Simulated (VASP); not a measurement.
# ZnO in VASP: single point with PBE

Aim: the single point of ZnO with PBE.

Everything below comes from runs of VASP 6.6.1. Logs are shortened: lines on timing, memory, paths and dates and some standing lists are left out, and cuts for length are marked.

## (1) The cell of the first run

The cell holds a slab with vacuum, 16 atoms: a = 3.279 Å, b = 5.293 Å, c = 24.467 Å, α = 90.00°, β = 90.00°, γ = 90.00°.

## (2) Single point, PBE

Input file INCAR:

```
PREC = Accurate
ENCUT = 520
EDIFF = 1E-7
ISMEAR = 0
SIGMA = 0.05
LREAL = Auto
LASPH = T
NELM = 80
ALGO = Normal
ISIF = 2
LWAVE = F
LCHARG = F
LDIPOL = T
IDIPOL = 3
DIPOL = 0.5 0.5 0.500
GGA = PE
NBANDS = 86
```

Input file KPOINTS:

```
regular mesh
0
Gamma
  8 5 1
```

Input file POSCAR:

```
ZnO
1.0
    3.2793907131      0.0000000000      0.0000000000
    0.0000000000      5.2932332491      0.0000000000
    0.0000000000      0.0000000000     24.4667855551
Zn O
8 8
Direct
    0.0000000000      0.9666625890      0.3209586228
    0.5000000000      0.5031165562      0.3402978082
    0.5000000000      1.0018371875      0.4257508416
    0.0000000000      0.5073223855      0.4594109154
    0.0000000000      1.0073223423      0.5405890675
    0.5000000000      0.5018370986      0.5742491428
    0.5000000000      1.0031164005      0.6597021938
    0.0000000000      0.4666623617      0.6790413703
    0.0000000000      0.6204501031      0.3072261484
    0.5000000000      0.1257254581      0.3456879882
    0.5000000000      0.6260211354      0.4217812255
    0.0000000000      0.1276251003      0.4620971956
    0.0000000000      0.6276250541      0.5379028062
    0.5000000000      0.1260210407      0.5782187737
    0.5000000000      0.6257252926      0.6543120100
    0.0000000000      0.1204498943      0.6927738899
```

Potentials or basis: VASP PAW PBE potentials, release 64 (Zn, O).

Run with:

```
$ cat potpaw_PBE.64/Zn/POTCAR potpaw_PBE.64/O/POTCAR > POTCAR
$ mpirun -np 1 vasp_std > vasp.out
```

OUTCAR:

```text
PREC = Accurate
   ENCUT = 520
   EDIFF = 1E-7
   ISMEAR = 0
   LREAL = Auto
   LASPH = T
   NELM = 80
   ISIF = 2
   GGA = PE

 ion  position               nearest neighbor table
   1  0.000  0.967  0.321-   9 1.86  10 1.94  10 1.94   2 2.99   2 2.99
   2  0.500  0.503  0.340-   9 1.93   9 1.93  10 2.00  11 2.10   1 2.99   1 2.99
   3  0.500  0.002  0.426-  12 1.98  12 1.98  11 1.99  10 2.07
   4  0.000  0.507  0.459-  11 1.98  11 1.98  12 2.01  13 2.02
   5  0.000  0.007  0.541-  14 1.98  14 1.98  13 2.01  12 2.02
   6  0.500  0.502  0.574-  13 1.98  13 1.98  14 1.99  15 2.07
   7  0.500  0.003  0.660-  16 1.93  16 1.93  15 2.00  14 2.10   8 2.99   8 2.99
   8  0.000  0.467  0.679-  16 1.86  15 1.94  15 1.94   7 2.99   7 2.99
   9  0.000  0.620  0.307-   1 1.86   2 1.93   2 1.93
  10  0.500  0.126  0.346-   1 1.94   1 1.94   2 2.00   3 2.07
  11  0.500  0.626  0.422-   4 1.98   4 1.98   3 1.99   2 2.10
  12  0.000  0.128  0.462-   3 1.98   3 1.98   4 2.01   5 2.02
  13  0.000  0.628  0.538-   6 1.98   6 1.98   5 2.01   4 2.02
  14  0.500  0.126  0.578-   5 1.98   5 1.98   6 1.99   7 2.10
  15  0.500  0.626  0.654-   8 1.94   8 1.94   7 2.00   6 2.07
  16  0.000  0.120  0.693-   8 1.86   7 1.93   7 1.93

  LATTYP: Found a simple orthorhombic cell.
 ALAT       =     3.2793907131
 B/A-ratio  =     1.6140904553
 C/A-ratio  =     7.4607717395

  Lattice vectors:

 A1 = (   3.2793907131,   0.0000000000,   0.0000000000)
 A2 = (   0.0000000000,   5.2932332491,   0.0000000000)
 A3 = (   0.0000000000,   0.0000000000,  24.4667855551)

Analysis of symmetry for initial positions (statically):
=====================================================================
 Subroutine PRICEL returns:
 Original cell was already a primitive cell.

 Routine SETGRP: Setting up the symmetry group for a
 simple orthorhombic supercell.

 Subroutine GETGRP returns: Found  4 space group operations
 (whereof  2 operations were pure point group operations)
 out of a pool of  8 trial point group operations.

The static configuration has the point symmetry C_1h.
 The point group associated with its full space group is C_2v.

Analysis of symmetry for dynamics (positions and initial velocities):
=====================================================================
 Subroutine PRICEL returns:
 Original cell was already a primitive cell.

 Routine SETGRP: Setting up the symmetry group for a
[... 135 lines left out ...]
   PSTRESS=    0.0 pullay stress
   NELECT =     144.0000    total number of electrons
   NUPDOWN=      -1.0000    fix difference up-down
   EMIN   =  10.00;   EMAX   =-10.00  energy-range for DOS
   EFERMI =   0.00;   METHOD = LEGACY
   ISMEAR =     0;   SIGMA  =   0.05  broadening in eV -4-tet -1-fermi 0-gaus
   EFERMI_NEDOS =   21; number of points for ismear=-14 and -15
   IALGO  =     38    algorithm
   IMIX   =      4    mixing-type and parameters
     AMIX     =   0.40;   BMIX     =  1.00
     AMIX_MAG =   1.60;   BMIX_MAG =  1.00
  volume/ion in A,a.u.               =      26.54       179.13
  Fermi-wavevector in a.u.,A,eV,Ry     =   1.141560  2.157235 17.730548  1.303159
  Thomas-Fermi vector in A             =   2.278260
   LORBIT       =      0    0 simple, 1 ext, 2 COOP (PROOUT), +10 PAW based schemes
   GGA     = PE    functional components
   LHFCALC =     F    Hartree Fock is set to
   AEXX    =    0.0000 exact exchange contribution
   IVDW    =     0    specifies the selected vdW correction
   LEPSILON=     F    determine dielectric tensor
   LRPA    =     F    only Hartree local field effects (RPA)
 non-spin polarized calculation
 Gauss-broadening in eV      SIGMA  =   0.05
  energy-cutoff  :      520.00
  volume of cell :      424.71
 maximum number of plane-waves:     11486
   NGX = 13   NGY = 19   NGZ = 91

 dipolmoment           0.000000      0.000000      0.000000 electrons x Angstroem

 number of electron     143.9999949 magnetization

 dipolmoment           0.000000      0.000000     -0.000001 electrons x Angstroem

 Free energy of the ion-electron system (eV)
  ---------------------------------------------------
  ext. energy  EPLUGINS =         0.00000000
  ---------------------------------------------------
  free energy    TOTEN  =       -69.58941268 eV

  energy without entropy =      -69.58941268  energy(sigma->0) =      -69.58941268

 E-fermi :  -2.3229     XC(G=0):  -5.4442

 val. band max:       -2.5867529800   @ k =   0.0000   0.0000   0.0000
 cond. band min:      -1.6825402060   @ k =   0.0000   0.0000   0.0000
 fundamental gap:      0.9042127740
 Fermi energy:        -2.3229153823

 k-point     1 :       0.0000    0.0000    0.0000
  band No.  band energies     occupation
      1     -20.6891      2.00000
      2     -20.6193      2.00000
      3     -20.3786      2.00000
      4     -20.0970      2.00000
      5     -19.8863      2.00000
      6     -19.7750      2.00000
[... 1294 lines left out ...]
     83       5.3830      0.00000
     84       5.4037      0.00000
 [bands above 84 left out]

------------------------ aborting loop because EDIFF is reached ----------------------------------------

 vacuum level on the upper side and lower side of the slab       (xc-potential included)        -0.071        -0.071

  FORCE on cell =-STRESS in cart. coord.  units (eV):
  Direction    XX          YY          ZZ          XY          YZ          ZX
  --------------------------------------------------------------------------------------
  -------------------------------------------------------------------------------------
  Total        4.3644605      3.8724299      0.6965904      0.0000000      0.0000000      0.0000000
  in kB       16.4645566     14.6084131      2.6278281      0.0000000      0.0000000      0.0000000
  external PRESSURE =      11.2335993 kB  Pullay stress =       0.0000000 kB

 VOLUME and BASIS-vectors are now :
 -----------------------------------------------------------------------------
  energy-cutoff  :      520.00
  volume of cell :      424.71
      direct lattice vectors                 reciprocal lattice vectors
     3.279390713  0.000000000  0.000000000     0.304934693  0.000000000  0.000000000
     0.000000000  5.293233249  0.000000000     0.000000000  0.188920449  0.000000000
     0.000000000  0.000000000 24.466785555     0.000000000  0.000000000  0.040871736

 POSITION                                       TOTAL-FORCE (eV/Angst)
 -----------------------------------------------------------------------------------
      0.00000      5.11677      7.85283         0.000000      0.041677     -0.023131
      1.63970      2.66311      8.32599         0.000000     -0.018544      0.019787
      1.63970      0.00972     10.41675         0.000000     -0.001607     -0.016289
      0.00000      2.68538     11.24031         0.000000      0.002834      0.008412
      0.00000      0.03876     13.22648         0.000000      0.002834     -0.008412
      1.63970      2.65634     14.05003         0.000000     -0.001607      0.016289
[... 8 lines left out ...]
      1.63970      3.31211     16.00891         0.000000      0.029093     -0.027767
      0.00000      0.63757     16.94995         0.000000     -0.048909      0.096128
 -----------------------------------------------------------------------------------
    total drift:                                0.000000     -0.007318     -0.001074

  FREE ENERGIE OF THE ION-ELECTRON SYSTEM (eV)
  ---------------------------------------------------
  free  energy   TOTEN  =       -69.5894126827 eV

  energy  without entropy=      -69.5894126827  energy(sigma->0) =      -69.58941268

 vacuum level on the upper side and lower side of the slab         3.127         3.127
```

OSZICAR:

```text
N       E                     dE             d eps       ncg     rms          rms(c)
DAV:   1     0.158183945944E+04    0.15818E+04   -0.66204E+04  2596   0.187E+03
DAV:   2     0.251379057015E+03   -0.13305E+04   -0.12496E+04  2820   0.478E+02
DAV:   3    -0.564257005776E+02   -0.30780E+03   -0.30137E+03  2896   0.219E+02
[... 23 lines left out ...]
DAV:  27    -0.695894115196E+02   -0.17899E-05   -0.78629E-08  1890   0.266E-03    0.241E-04
DAV:  28    -0.695894122746E+02   -0.75492E-06   -0.59750E-08  1752   0.123E-03    0.337E-04
DAV:  29    -0.695894123978E+02   -0.12328E-06   -0.10305E-08  1836   0.891E-04    0.255E-04
DAV:  30    -0.695894126296E+02   -0.23179E-06   -0.88023E-09  1706   0.832E-04    0.129E-04
DAV:  31    -0.695894126827E+02   -0.53060E-07   -0.41354E-09  1794   0.518E-04
   1 F= -.69589413E+02 E0= -.69589413E+02  d E =-.569908E-15
```

stdout:

```text
POSCAR found type information on POSCAR ZnO
 POSCAR found :  2 types and      16 ions
 scaLAPACK will be used
 LDA part: xc-table for (Slater+PW92), standard interpolation
 POSCAR, INCAR and KPOINTS ok, starting setup
 FFT: planning ... GRIDC
 FFT: planning ... GRID_SOFT
 FFT: planning ... GRID
 WAVECAR not read
 entering main loop
```

It took 15 min on 1 thread of Intel Xeon 6975P-C (Granite Rapids), shared host; peak memory 0.61 GiB.

What came out:

```
Free energy            : -69.5894 eV
Largest force          : 0.108 eV/Å
Band gap on the k mesh : 0.90 eV
```

Forces in eV/Å, atoms in the order of the input:
```
Zn   0.000  0.042 -0.023
Zn   0.000 -0.019  0.020
Zn   0.000 -0.002 -0.016
Zn   0.000  0.003  0.008
Zn   0.000  0.003 -0.008
Zn   0.000 -0.002  0.016
Zn   0.000 -0.019 -0.020
Zn   0.000  0.042  0.023
O    0.000 -0.049 -0.096
O    0.000  0.029  0.028
O    0.000 -0.009 -0.031
O    0.000  0.005  0.019
O    0.000  0.005 -0.019
O    0.000 -0.009  0.031
O    0.000  0.029 -0.028
O    0.000 -0.049  0.096
```
